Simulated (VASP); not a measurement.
Set up this calculation in VASP 6.6.1, as the native input.

```yaml
Task: single point
Functional: PBE
Potentials_or_basis: VASP PAW PBE potentials, release 64 (Mg, I)
Cutoff: 520 eV
k_mesh: 6 × 6 × 6
Occupations: gaussian, width 0.02 eV
Spin: no spin polarisation
Dipole_correction: no
Further_INCAR_settings: ALGO = Normal; EDIFF = 1e-06; NBANDS = 15
```

The structure of MgI2 lies in POSCAR:

```
MgI2
1.0
    2.0512406750      1.1842843559      8.1098289429
   -2.0512406750      1.1842843559      8.1098289429
    0.0000000000     -2.3685687118      8.1098289429
Mg I
1 2
Direct
   -0.0000108561     -0.0000108561     -0.0000108561
    0.7426163309      0.7426163309      0.7426163309
    0.5906945252      0.5906945252      0.5906945252
```

One way to write it, as run:

INCAR

```
PREC = Accurate
ENCUT = 520
EDIFF = 1E-6
ISMEAR = 0
SIGMA = 0.02
LREAL = False
LASPH = True
NELM = 60
ALGO = Normal
ISIF = 2
LWAVE = False
LCHARG = False
GGA = PE
NBANDS = 15
```

KPOINTS

```
Automatic mesh
0
Gamma
  6 6 6
```

Potentials or basis: VASP PAW PBE potentials, release 64 (Mg, I).

Launch:

```bash
$ cat potpaw_PBE.64/Mg/POTCAR potpaw_PBE.64/I/POTCAR > POTCAR
$ mpirun -np 1 vasp_std > vasp.out
```

It gave:

| Quantity | Value |
| --- | --- |
| Pressure | 0.0 GPa |
| Largest force | 0.008 eV/Å |
| Band gap on the k mesh | 2.78 eV (least direct gap 2.80 eV) |

Caveat: spin-orbit coupling is left out, which moves the levels of the heavy elements.

Wall time 100 s on 1 thread of Intel(R) Xeon(R) Platinum 8488C (Sapphire Rapids), on a shared host, peak memory 0.54 GiB.
